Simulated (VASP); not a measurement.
# AlRu in VASP: further runs, part 2 of 2

VASP 6.6.1. Earlier steps stand in the parts before.

### 5 Single point, PBEsol (uniaxial strain along a: +4.5 %)

Input file INCAR:

```
SYSTEM = AlRu
  ALGO = Fast
  EDIFF = 1E-7
  ENCUT = 520
  GGA = PS
  ISIF = 2
  ISMEAR = 0
  LASPH = .True.
  LCHARG = .False.
  LREAL = .False.
  LWAVE = .False.
  NBANDS = 16
  NELM = 80
  PREC = Accurate
  SIGMA = 0.1
```

Input file KPOINTS:

```
k-points
0
Gamma
  18 18 18
  0 0 0
```

Input file POSCAR:

```
AlRu
1.0
    3.1102486050      0.0000000000      0.0000000000
    0.0000000000      2.9428309169      0.0000000000
    0.0000000000      0.0000000000      2.9428309169
Al Ru
1 1
Direct
    0.0000000000      0.0000000000      0.0000000000
    0.5000000000      0.5000000000      0.5000000000
```

The run is started by

```sh
$ cat potpaw_PBE.64/Al/POTCAR potpaw_PBE.64/Ru_pv/POTCAR > POTCAR
$ mpirun -np 1 vasp_std > vasp.out
```

Run time: 6.2 min. Hardware: 1 thread of AMD EPYC 7R13, shared host; peak memory 0.3 GiB.

It converged, with:

- Free energy: -15.4886 eV
- Pressure: -4.2 GPa
- Band gap on the k mesh: zero (an odd number of electrons rules out a gap without spin polarisation)

Stress tensor (GPa, compression positive):
```
-10.22   0.00   0.00
  0.00  -1.15   0.00
  0.00   0.00  -1.15
```

Levels at points of the mesh, in eV from the Fermi level:
| k point | band 6 | band 7 | band 8 | band 9 | band 10 | band 11 | band 12 | band 13 |
| --- | --- | --- | --- | --- | --- | --- | --- | --- |
| (0.00, 0.00, 0.00) | -3.56 | 0.08 | 0.08 | 0.41 | 4.94 | 6.59 | 6.59 | 10.82 |
| (0.50, 0.00, 0.00) | -2.92 | -1.37 | -1.37 | 0.59 | 1.61 | 7.50 | 11.43 | 11.43 |
| (0.00, 0.50, 0.00) | -2.73 | -2.03 | -1.40 | 0.37 | 2.56 | 7.37 | 10.03 | 11.45 |
| (0.50, 0.50, 0.00) | -1.67 | -1.28 | -1.08 | -0.91 | 1.33 | 5.05 | 6.06 | 10.99 |
| (0.00, 0.50, 0.50) | -1.49 | -1.49 | -1.17 | -1.17 | 1.75 | 5.71 | 6.40 | 9.75 |
| (0.50, 0.50, 0.50) | -4.58 | 1.38 | 1.81 | 2.56 | 3.85 | 4.19 | 4.19 | 8.21 |

Caveat: the cell differs from its parent crystal (uniaxial strain along a: +4.5 %); the stress differs along the axes, from -10 to -1 GPa; the PAW data sets were made with another functional, which shifts forces and pressure a little.

### 6 Single point, PBEsol

This run uses another cell than the first one: it holds 12 atoms, not 2.

Input file INCAR:

```
ALGO     = Fast           # electronic algorithm
EDIFF    = 1E-7           # SCF threshold, eV
ENCUT    = 520            # plane-wave cutoff, eV
GGA      = PS             # functional
ISIF     = 2              # what is computed and relaxed
ISMEAR   = 0              # smearing method
LASPH    = True           # aspherical terms in the spheres
LCHARG   = False          # write CHGCAR
LREAL    = False          # projectors in reciprocal space
LWAVE    = False          # write WAVECAR
NBANDS   = 63             # bands
NELM     = 60             # most SCF steps
PREC     = Accurate       # precision mode
SIGMA    = 0.1            # smearing width, eV
```

Input file KPOINTS:

```
k-points
0
Gamma
  8 8 6
```

Input file POSCAR:

```
AlRu
1.0
    2.9787324057     -2.9777777994     -2.9710733217
    2.9787324057     -2.9777777994      2.9710733217
   -2.9799162992     -5.9567394922      0.0000000000
Al Ru
6 6
Direct
    0.6666666667      0.6666666667      0.3333333333
    0.5000000000      0.5000000000      0.0000000000
    0.3333333333      0.3333333333      0.6666666667
    0.1666666667      0.1666666667      0.3333333333
    0.0000000000      0.0000000000      0.0000000000
    0.8333333333      0.8333333333      0.6666666667
    0.1666666667      0.6666666667      0.3333333333
    0.0000000000      0.5000000000      0.0000000000
    0.8333333333      0.3333333333      0.6666666667
    0.6666666667      0.1666666667      0.3333333333
    0.5000000000      0.0000000000      1.0000000000
    0.3333333333      0.8333333333      0.6666666667
```

Potentials or basis: VASP PAW PBE potentials, release 64 (Al, Ru_pv).

The run is started by

```sh
$ cat potpaw_PBE.64/Al/POTCAR potpaw_PBE.64/Ru_pv/POTCAR > POTCAR
$ mpirun -np 1 vasp_std > vasp.out
```

Run time: 49 min. Hardware: 1 thread of Oxide Virtual Turin-like, shared host; peak memory 0.79 GiB.

It converged, with:

```yaml
Free_energy: -93.1350 eV
Pressure: 0.1 GPa
Band_gap_on_the_k_mesh: zero (bands 51 and 52 overlap by 1.29 eV)
```

Stress tensor (GPa, compression positive):
```
0.02 0.01 0.00
0.01 0.04 0.00
0.00 0.00 0.16
```

Levels at points of the mesh, in eV from the Fermi level:
| k point | band 47 | band 48 | band 49 | band 50 | band 51 | band 52 | band 53 | band 54 | band 55 | band 56 |
| --- | --- | --- | --- | --- | --- | --- | --- | --- | --- | --- |
| (0.00, 0.00, 0.00) | -0.87 | -0.63 | -0.63 | 0.18 | 0.19 | 0.19 | 0.44 | 0.44 | 1.57 | 2.29 |
| (0.50, 0.00, 0.00) | -0.95 | -0.95 | -0.38 | -0.38 | -0.29 | -0.29 | 0.73 | 0.73 | 2.46 | 2.46 |
| (0.50, 0.50, 0.00) | -0.24 | -0.24 | -0.11 | -0.11 | 0.44 | 0.45 | 2.10 | 2.10 | 2.32 | 2.36 |
| (0.00, 0.00, 0.50) | -0.63 | -0.63 | -0.41 | -0.41 | -0.18 | -0.18 | 0.44 | 0.44 | 1.55 | 1.56 |
| (0.50, 0.00, 0.50) | -0.70 | -0.70 | -0.55 | -0.55 | -0.51 | -0.51 | 0.49 | 0.49 | 3.09 | 3.09 |
| (0.50, 0.50, 0.50) | -0.47 | -0.47 | -0.12 | -0.12 | 0.45 | 1.65 | 1.66 | 2.32 | 2.37 | 2.37 |

Caveat: the PAW data sets were made with another functional, which shifts forces and pressure a little.

### 7 The runs side by side

| cell | k mesh | further INCAR settings | gap on the mesh (eV) | pressure (GPa) |
| --- | --- | --- | --- | --- |
| a = 3.066, b = 2.949, c = 2.949 Å, 2 atoms, atomic positions A | 18 × 18 × 18 | ALGO = Fast; EDIFF = 1e-07; NBANDS = 16 | none | -2.2 |
| a = 3.066, b = 2.954, c = 2.954 Å, 2 atoms, atomic positions A | 18 × 18 × 18 | ALGO = Fast; EDIFF = 1e-07; NBANDS = 16 | none | -2.9 |
| a = 3.110, b = 2.936, c = 2.936 Å, 2 atoms, atomic positions A | 18 × 18 × 18 | ALGO = Fast; EDIFF = 1e-07; NBANDS = 16 | none | -3.1 |
| a = 3.110, b = 2.943, c = 2.943 Å, 2 atoms, atomic positions A | 18 × 18 × 18 | ALGO = Fast; EDIFF = 1e-07; NBANDS = 16 | none | -4.2 |
| a = 5.154, b = 5.154, c = 6.661 Å, angles 75.0, 75.0, 70.4°, 12 atoms, atomic positions B | 8 × 8 × 6 | ALGO = Fast; EDIFF = 1e-07; NBANDS = 63 | none | 0.1 |

Alike in all rows: task single point; level PBEsol; potentials or basis VASP PAW PBE potentials, release 64 (Al, Ru_pv); no spin polarisation; cutoff (eV) 520; smearing gaussian 0.1 eV.

Caveats: the PAW data sets were made with another functional, which shifts forces and pressure a little; the stress differs along the axes, from -7 to 0 GPa (at least some runs); the stress differs along the axes, from -7 to -1 GPa (at least some runs); the stress differs along the axes, from -10 to 0 GPa (at least some runs); the stress differs along the axes, from -10 to -1 GPa (at least some runs).

Total energies depend on the potentials used, so only differences within one code and one set of settings carry meaning.
